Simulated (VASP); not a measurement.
# LiBr (Fm-3m) in VASP: a series of runs

LiBr is run at these levels: r2SCAN, r2SCAN+D3(BJ); tasks: electric field gradients.

All numbers are computed with VASP 6.6.1; they aren't measurements. Logs are shortened: lines on timing, memory, paths and dates and some standing lists are left out, and cuts for length are marked.

## (1) The cell of the first run

The structure is cubic, space group Fm-3m (No. 225). The conventional cell has a = 5.335 Å, b = 5.335 Å, c = 5.335 Å, α = 90.00°, β = 90.00°, γ = 90.00°. Li (site symmetry m-3m) has 6 Br at 2.67 Å within 3.5 Å. Br (site symmetry m-3m) has 6 Li at 2.67 Å within 3.5 Å.

## (2) Electric field gradients, r2SCAN (volume scaled by 0.9405)

POSCAR reads:

```
LiBr
1.0
    0.0000000000      2.6675826783      2.6675826783
    2.6675826783      0.0000000000      2.6675826783
    2.6675826783      2.6675826783      0.0000000000
Li Br
1 1
Direct
    0.0000000000      0.0000000000      0.0000000000
    0.5000000000      0.5000000000      0.5000000000
```

INCAR.step1 reads:

```
PREC = Accurate
ENCUT = 720
ISMEAR = -1
SIGMA = 0.03
LREAL = False
LASPH = True
NELM = 120
NBANDS = 12
GGA = PE
ALGO = Normal
EDIFF = 1E-5
LWAVE = True
LCHARG = False
GGA_COMPAT = False
```

INCAR.step2 reads:

```
PREC = Accurate
ENCUT = 720
EDIFF = 1E-8
ISMEAR = -1
SIGMA = 0.03
LREAL = False
LASPH = True
NELM = 120
ALGO = Normal
ISIF = 2
LWAVE = False
LCHARG = False
METAGGA = R2SCAN
LMIXTAU = True
LEFG = True
NBANDS = 12
ISTART = 1
GGA_COMPAT = False
```

KPOINTS reads:

```
regular mesh
0
Gamma
  10 10 10
```

Potentials or basis: VASP PAW PBE potentials, release 64 (Li_sv, Br).

Run with:

```console
$ cat potpaw_PBE.64/Li_sv/POTCAR potpaw_PBE.64/Br/POTCAR > POTCAR
$ cp INCAR.step1 INCAR
$ mpirun -np 1 vasp_std > vasp.out
$ cp INCAR.step2 INCAR
$ mpirun -np 1 vasp_std > vasp.out
```

OUTCAR:

```text
PREC = Accurate
   ENCUT = 720
   EDIFF = 1E-8
   ISMEAR = -1
   LREAL = False
   LASPH = True
   NELM = 120
   ISIF = 2
   METAGGA = R2SCAN
   ISTART = 1

 ion  position               nearest neighbor table
   1  0.000  0.000  0.000-   2 2.67   2 2.67   2 2.67   2 2.67   2 2.67   2 2.67
   2  0.500  0.500  0.500-   1 2.67   1 2.67   1 2.67   1 2.67   1 2.67   1 2.67

  LATTYP: Found a face centered cubic cell.
 ALAT       =     5.3351653566

  Lattice vectors:

 A1 = (   0.0000000000,   2.6675826783,   2.6675826783)
 A2 = (   2.6675826783,   0.0000000000,   2.6675826783)
 A3 = (   2.6675826783,   2.6675826783,   0.0000000000)

Analysis of symmetry for initial positions (statically):
=====================================================================
 Subroutine PRICEL returns:
 Original cell was already a primitive cell.

 Routine SETGRP: Setting up the symmetry group for a
 face centered cubic supercell.

 Subroutine GETGRP returns: Found 48 space group operations
 (whereof 48 operations were pure point group operations)
 out of a pool of 48 trial point group operations.

The static configuration has the point symmetry O_h .

Analysis of symmetry for dynamics (positions and initial velocities):
=====================================================================
 Subroutine PRICEL returns:
 Original cell was already a primitive cell.

 Routine SETGRP: Setting up the symmetry group for a
 face centered cubic supercell.

 Subroutine GETGRP returns: Found 48 space group operations
 (whereof 48 operations were pure point group operations)
 out of a pool of 48 trial point group operations.

The dynamic configuration has the point symmetry O_h .

 Subroutine INISYM returns: Found 48 space group operations
 (whereof 48 operations are pure point group operations),
 and found     1 'primitive' translations

----------------------------------------------------------------------------------------

                                     Primitive cell

  volume of cell :      37.9650

  direct lattice vectors                    reciprocal lattice vectors
     0.000000000  2.667582678  2.667582678    -0.187435615  0.187435615  0.187435615
     2.667582678  0.000000000  2.667582678     0.187435615 -0.187435615  0.187435615
     2.667582678  2.667582678  0.000000000     0.187435615  0.187435615 -0.187435615

  length of vectors
     3.772531602  3.772531602  3.772531602     0.324648008  0.324648008  0.324648008

  position of ions in fractional coordinates (direct lattice)
     0.000000000  0.000000000  0.000000000
     0.500000000  0.500000000  0.500000000

  ion indices of the primitive-cell ions
   primitive index   ion index
                 1           1
                 2           2

----------------------------------------------------------------------------------------

 KPOINTS: regular mesh

Automatic generation of k-mesh.
 Grid dimensions read from file:
 generate k-points for:   10   10   10

 Generating k-lattice:

  Cartesian coordinates                     Fractional coordinates (reciprocal lattice)
    -0.018743562  0.018743562  0.018743562     0.100000000  0.000000000  0.000000000
     0.018743562 -0.018743562  0.018743562     0.000000000  0.100000000  0.000000000
     0.018743562  0.018743562 -0.018743562     0.000000000  0.000000000  0.100000000

  Length of vectors
     0.032464801  0.032464801  0.032464801

  Shift w.r.t. Gamma in fractional coordinates (k-lattice)
     0.000000000  0.000000000  0.000000000

 Subroutine IBZKPT returns following result:
 ===========================================

 Found     47 irreducible k-points:

 Following reciprocal coordinates:
            Coordinates               Weight
  0.000000  0.000000  0.000000      1.000000
  0.100000  0.000000  0.000000      8.000000
  0.200000  0.000000  0.000000      8.000000
  0.300000  0.000000  0.000000      8.000000
  0.400000  0.000000  0.000000      8.000000
  0.500000  0.000000  0.000000      4.000000
[... 16 lines left out ...]
  0.300000  0.300000  0.000000      6.000000
  0.400000  0.300000  0.000000     24.000000
 [... further k-points ...]
   k-points           NKPTS =     47   k-points in BZ     NKDIM =     47   number of bands    NBANDS=     12
   number of dos      NEDOS =    301   number of ions     NIONS =      2
   total plane-waves  NPLWV =  46656
   dimension x,y,z NGX =    36 NGY =   36 NGZ =   36
   dimension x,y,z NGXF=    72 NGYF=   72 NGZF=   72
   ions per type =               1   1
   NGX,Y,Z   is equivalent  to a cutoff of  15.86, 15.86, 15.86 a.u.
   NGXF,Y,Z  is equivalent  to a cutoff of  31.73, 31.73, 31.73 a.u.
 SYSTEM =  unknown system
   PREC   = accura    normal or accurate (medium, high low for compatibility)
   ISTART =      1    job   : 0-new  1-cont  2-samecut
   ICHARG =      0    charge: 1-file 2-atom 10-const
   ISPIN  =      1    spin polarized calculation?
   LNONCOLLINEAR =      F non collinear calculations
   LSORBIT =      F    spin-orbit coupling
   LASPH  =      T    aspherical Exc in radial PAW
   ENCUT  =  720.0 eV  52.92 Ry    7.27 a.u.   8.25  8.25  8.25*2*pi/ulx,y,z
   NELM   =    120;   NELMIN=  2; NELMDL=  0     # of ELM steps
   EDIFF  = 0.1E-07   stopping-criterion for ELM
   LREAL  =      F    real-space projection
   EDIFFG = 0.1E-06   stopping-criterion for IOM
   NSW    =      0    number of steps for IOM
   IBRION =     -1    ionic relax: 0-MD 1-quasi-New 2-CG
   NFREE  =      0    steps in history (QN), initial steepest desc. (CG)
   ISIF   =      2    stress and relaxation
   ISYM   =      2    0-nonsym 1-usesym 2-fastsym
   POTIM  = 0.5000    time-step for ionic-motion
   TEBEG  =    0.0;   TEEND  =   0.0 temperature during run
   PSTRESS=    0.0 pullay stress
   NELECT =      10.0000    total number of electrons
   NUPDOWN=      -1.0000    fix difference up-down
   EMIN   =  10.00;   EMAX   =-10.00  energy-range for DOS
   EFERMI =   0.00;   METHOD = LEGACY
   ISMEAR =    -1;   SIGMA  =   0.03  broadening in eV -4-tet -1-fermi 0-gaus
   EFERMI_NEDOS =   21; number of points for ismear=-14 and -15
   IALGO  =     38    algorithm
   IMIX   =      4    mixing-type and parameters
     AMIX     =   0.40;   BMIX     =  1.00
     AMIX_MAG =   1.60;   BMIX_MAG =  1.00
  volume/ion in A,a.u.               =      18.98       128.10
  Fermi-wavevector in a.u.,A,eV,Ry     =   1.049414  1.983105 14.983691  1.101270
  Thomas-Fermi vector in A             =   2.184376
   LORBIT       =      0    0 simple, 1 ext, 2 COOP (PROOUT), +10 PAW based schemes
   METAGGA = R2SCAN    functional components
   LHFCALC =     F    Hartree Fock is set to
   AEXX    =    0.0000 exact exchange contribution
   IVDW    =     0    specifies the selected vdW correction
   LEPSILON=     F    determine dielectric tensor
   LRPA    =     F    only Hartree local field effects (RPA)
 non-spin polarized calculation
  energy-cutoff  :      720.00
  volume of cell :       37.97
 maximum number of plane-waves:      1695
 NGX is ok and might be reduce to    36
   NGX = 17   NGY = 17   NGZ = 17

 number of electron      10.0000000 magnetization

 Free energy of the ion-electron system (eV)
  ---------------------------------------------------
  ext. energy  EPLUGINS =         0.00000000
  ---------------------------------------------------
  free energy    TOTEN  =       -19.13563811 eV

  energy without entropy =      -19.13563811  energy(sigma->0) =      -19.13563811

 E-fermi :   1.4353     XC(G=0):  -9.2116

 val. band max:        0.6150613853   @ k =  -0.1000   0.1000   0.0000
 cond. band min:       6.9797638620   @ k =   0.0000   0.0000   0.0000
 fundamental gap:      6.3647024767
 Fermi energy:         1.4353328890

 k-point     1 :       0.0000    0.0000    0.0000
  band No.  band energies     occupation
      1     -45.0207      2.00000
      2     -13.6316      2.00000
      3       0.6146      2.00000
      4       0.6146      2.00000
      5       0.6146      2.00000
      6       6.9798      0.00000
      7      11.8906      0.00000
      8      11.8906      0.00000
      9      11.8906      0.00000
     10      14.4956      0.00000
     11      14.4956      0.00000
     12      14.4956      0.00000
[... 331 lines left out ...]
 k-point    24 :       0.4000    0.3000    0.0000
  band No.  band energies     occupation
      1     -45.0189      2.00000
      2     -12.9572      2.00000
      3      -2.1124      2.00000
      4      -0.5997      2.00000
      5      -0.4450      2.00000
      6       8.3870      0.00000
      7       8.9753      0.00000
      8      11.6266      0.00000
      9      13.1647      0.00000
     10      14.3470      0.00000
     11      17.4727      0.00000
     12      19.4125      0.00000

 [... further k-points ...]
[... 5 lines left out ...]
  --------------------------------------------------------------------------------------
  -------------------------------------------------------------------------------------
  Total        0.5493351      0.5493351      0.5493351     -0.0000000     -0.0000000      0.0000000
  in kB       23.1827147     23.1827147     23.1827147     -0.0000000     -0.0000000      0.0000000
  external PRESSURE =      23.1827147 kB  Pullay stress =       0.0000000 kB

 VOLUME and BASIS-vectors are now :
 -----------------------------------------------------------------------------
  energy-cutoff  :      720.00
  volume of cell :       37.97
      direct lattice vectors                 reciprocal lattice vectors
     0.000000000  2.667582678  2.667582678    -0.187435615  0.187435615  0.187435615
     2.667582678  0.000000000  2.667582678     0.187435615 -0.187435615  0.187435615
     2.667582678  2.667582678  0.000000000     0.187435615  0.187435615 -0.187435615

 POSITION                                       TOTAL-FORCE (eV/Angst)
 -----------------------------------------------------------------------------------
      0.00000      0.00000      0.00000        -0.000000      0.000000     -0.000000
      2.66758      2.66758      2.66758         0.000000     -0.000000      0.000000
 -----------------------------------------------------------------------------------
    total drift:                                0.000000      0.000000      0.000000

  FREE ENERGIE OF THE ION-ELECTRON SYSTEM (eV)
  ---------------------------------------------------
  free  energy   TOTEN  =       -19.1356381098 eV

  energy  without entropy=      -19.1356381098  energy(sigma->0) =      -19.13563811

 Electric field gradients (V/A^2)
---------------------------------------------------------------------
 ion       V_xx      V_yy      V_zz      V_xy      V_xz      V_yz
---------------------------------------------------------------------
   1       0.000    -0.000    -0.000    -0.002    -0.002    -0.002
   2       0.000    -0.000     0.000     0.000     0.000     0.000
---------------------------------------------------------------------

 Electric field gradients after diagonalization (V/A^2)
 (convention: |V_zz| > |V_xx| > |V_yy|)
----------------------------------------------------------------------
 ion       V_xx      V_yy      V_zz     asymmetry (V_yy - V_xx)/ V_zz
----------------------------------------------------------------------
   1       0.002     0.002    -0.004       0.000
   2      -0.000    -0.000     0.001       0.000
----------------------------------------------------------------------

           NMR quadrupolar parameters

 Cq : quadrupolar parameter    Cq=e*Q*V_zz/h
 eta: asymmetry parameters     (V_yy - V_xx)/ V_zz
 Q  : nuclear electric quadrupole moment in mb (millibarn)
----------------------------------------------------------------------
 ion       Cq(MHz)       eta       Q (mb)
----------------------------------------------------------------------
   1      -0.000       0.000       1.000
   2       0.000       0.000       1.000
----------------------------------------------------------------------
```

Run time: 2.9 min. Hardware: 1 thread of Intel Xeon Platinum 8488C (Sapphire Rapids), shared host; peak memory 0.22 GiB.

Results:

| Property | Result |
| --- | --- |
| Free energy | -19.1356 eV |
| Pressure | 2.3 GPa |
| Band gap on the k mesh | 6.36 eV, indirect (the least direct gap lies 0.5 meV higher) |

Caveat: without QUAD_EFG the Cq values of the log hold for a quadrupole moment of 1 mb, not for the nuclei; the PAW data sets were made with another functional, which shifts forces and pressure a little. A k mesh can miss the band edges.

## (3) Electric field gradients, r2SCAN (volume scaled by 0.9405)

POSCAR is that of step 2.

INCAR.step1 reads:

```
SYSTEM = LiBr
PREC = Accurate
ENCUT = 720
ISMEAR = -1
SIGMA = 0.03
LREAL = .FALSE.
LASPH = .TRUE.
NELM = 120
NBANDS = 12
GGA = PE
ALGO = Normal
EDIFF = 1E-5
LWAVE = .TRUE.
LCHARG = .FALSE.
GGA_COMPAT = .FALSE.
```

INCAR.step2 reads:

```
SYSTEM = LiBr
PREC = Accurate
ENCUT = 720
EDIFF = 1E-8
ISMEAR = -1
SIGMA = 0.03
LREAL = .FALSE.
LASPH = .TRUE.
NELM = 120
ALGO = Normal
ISIF = 2
LWAVE = .FALSE.
LCHARG = .FALSE.
METAGGA = R2SCAN
LMIXTAU = .TRUE.
LEFG = .TRUE.
NBANDS = 12
ISTART = 1
GGA_COMPAT = .FALSE.
```

KPOINTS reads:

```
Automatic mesh
0
G
  10 10 10
  0 0 0
```

Potentials or basis: VASP PAW PBE potentials, release 64 (Li_sv, Br).

Run with:

```console
$ cat potpaw_PBE.64/Li_sv/POTCAR potpaw_PBE.64/Br/POTCAR > POTCAR
$ cp INCAR.step1 INCAR
$ mpirun -np 1 vasp_std > vasp.out
$ cp INCAR.step2 INCAR
$ mpirun -np 1 vasp_std > vasp.out
```

OUTCAR:

```text
SYSTEM = LiBr
   PREC = Accurate
   ENCUT = 720
   EDIFF = 1E-8
   ISMEAR = -1
   LREAL = .FALSE.
   LASPH = .TRUE.
   NELM = 120
   ISIF = 2
   METAGGA = R2SCAN
   ISTART = 1

 ion  position               nearest neighbor table
   1  0.000  0.000  0.000-   2 2.67   2 2.67   2 2.67   2 2.67   2 2.67   2 2.67
   2  0.500  0.500  0.500-   1 2.67   1 2.67   1 2.67   1 2.67   1 2.67   1 2.67

  LATTYP: Found a face centered cubic cell.
 ALAT       =     5.3351653566

  Lattice vectors:

 A1 = (   0.0000000000,   2.6675826783,   2.6675826783)
 A2 = (   2.6675826783,   0.0000000000,   2.6675826783)
 A3 = (   2.6675826783,   2.6675826783,   0.0000000000)
[... 572 lines left out ...]
  free  energy   TOTEN  =       -19.1356381098 eV

  energy  without entropy=      -19.1356381098  energy(sigma->0) =      -19.13563811

 Electric field gradients (V/A^2)
---------------------------------------------------------------------
 ion       V_xx      V_yy      V_zz      V_xy      V_xz      V_yz
---------------------------------------------------------------------
   1       0.000    -0.000    -0.000    -0.002    -0.002    -0.002
   2       0.000    -0.000     0.000     0.000     0.000     0.000
---------------------------------------------------------------------

 Electric field gradients after diagonalization (V/A^2)
 (convention: |V_zz| > |V_xx| > |V_yy|)
----------------------------------------------------------------------
 ion       V_xx      V_yy      V_zz     asymmetry (V_yy - V_xx)/ V_zz
----------------------------------------------------------------------
   1       0.002     0.002    -0.004       0.000
   2      -0.000    -0.000     0.001       0.000
----------------------------------------------------------------------

           NMR quadrupolar parameters

 Cq : quadrupolar parameter    Cq=e*Q*V_zz/h
 eta: asymmetry parameters     (V_yy - V_xx)/ V_zz
 Q  : nuclear electric quadrupole moment in mb (millibarn)
----------------------------------------------------------------------
 ion       Cq(MHz)       eta       Q (mb)
----------------------------------------------------------------------
   1      -0.000       0.000       1.000
   2       0.000       0.000       1.000
----------------------------------------------------------------------
```

Wall time 2.8 min (1 thread of Intel Xeon Platinum 8488C (Sapphire Rapids), shared host); peak memory 0.22 GiB.

What came out:

```yaml
Free_energy: -19.1356 eV
Pressure: 2.3 GPa
Band_gap_on_the_k_mesh: 6.36 eV, indirect (the least direct gap lies 0.5 meV higher)
```

Caveat: without QUAD_EFG the Cq values of the log hold for a quadrupole moment of 1 mb, not for the nuclei; the PAW data sets were made with another functional, which shifts forces and pressure a little.

(Continued in part 2 of 3.)
